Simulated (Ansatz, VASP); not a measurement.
One calculation of SiC, two programs

POSCAR

```
SiC
1.0
    3.0780369139      0.0000000000      0.0000000000
   -1.5390184569      2.6656581612      0.0000000000
    0.0000000000      0.0000000000     10.0756977036
Si C
4 4
Direct
    0.6666666667      0.3333333333      0.9378298151
    0.3333333333      0.6666666667      0.4378298151
    0.0000000000      0.0000000000      0.6878977744
    0.0000000000      0.0000000000      0.1878977744
    0.6666666667      0.3333333333      0.7498180129
    0.3333333333      0.6666666667      0.2498180129
    0.0000000000      0.0000000000      0.5004533977
    0.0000000000      0.0000000000      0.0004533977
```

Contents of INCAR.step1:

```
ALGO = Normal
EDIFF = 1E-4
ENCUT = 520
GGA = PE
ISMEAR = 0
LASPH = T
LCHARG = F
LREAL = F
LWAVE = T
NBANDS = 26
NELM = 80
PREC = Accurate
SIGMA = 0.02
```

File INCAR.step2:

```
ALGO = Normal
EDIFF = 1E-6
ENCUT = 520
ISIF = 2
ISMEAR = 0
ISTART = 1
LASPH = T
LCHARG = F
LMIXTAU = T
LREAL = F
LWAVE = F
METAGGA = R2SCAN
NBANDS = 26
NELM = 80
PREC = Accurate
SIGMA = 0.02
```

KPOINTS

```
k-points
0
Gamma
  12 12 4
```

Input for Ansatz:

```yaml
crystal:
  lattice:
    - [3.0780369139, 0.0, 0.0]
    - [-1.5390184569, 2.6656581612, 0.0]
    - [0.0, 0.0, 10.0756977036]
  atoms:
    - { symbol: Si, position: [0.6666666667, 0.3333333333, 0.9378298151] }
    - { symbol: Si, position: [0.3333333333, 0.6666666667, 0.4378298151] }
    - { symbol: Si, position: [0.0, 0.0, 0.6878977744] }
    - { symbol: Si, position: [0.0, 0.0, 0.1878977744] }
    - { symbol: C, position: [0.6666666667, 0.3333333333, 0.7498180129] }
    - { symbol: C, position: [0.3333333333, 0.6666666667, 0.2498180129] }
    - { symbol: C, position: [0.0, 0.0, 0.5004533977] }
    - { symbol: C, position: [0.0, 0.0, 0.0004533977] }
basis:
  ecutwfc: 500
kpoints:
  mp_grid: { grid: [12, 12, 4] }
  band_path:
    path:
      - [0.0, 0.0, 0.0]
      - [0.5, 0.0, 0.0]
      - [0.3333333333, 0.3333333333, 0.0]
      - [0.0, 0.0, 0.5]
      - [0.5, 0.0, 0.5]
      - [0.3333333333, 0.3333333333, 0.5]
      - [0.0, 0.5, 0.0]
    npoints: 1
hamiltonian:
  xc: r2scan
scf:
  occupations: { method: gaussian, width: 0.02 }
  n_extra_bands: 7
output:
  forces: true
  stress: true
  eigenvalues: true
```

Alike in both runs: task single point; functional r2SCAN; k mesh 12 × 12 × 4; occupations gaussian, width 0.02 eV; no spin polarisation.

```csv
,VASP,Ansatz
version,VASP 6.6.1,Ansatz 0.2.0
potentials or method,"VASP PAW PBE potentials, release 64 (Si, C), cutoff 520 eV","scalar-relativistic, plane waves, PAW"
valence electrons in the cell,32,32
```

|  | VASP | Ansatz | Ansatz less VASP |
| --- | --- | --- | --- |
| gap on the k mesh at the Fermi level (eV) | 2.61 | 2.60 | -0.011 |
| least direct gap on the mesh (eV) | 3.79 | 3.78 | -0.013 |
| pressure (GPa) | -0.2 | 0.0 | +0.19 |
| traceless stress, the component that is largest in VASP (GPa) | 0.10 | 0.09 | -0.008 |

VASP's potentials were made for PBE, not for r2SCAN.
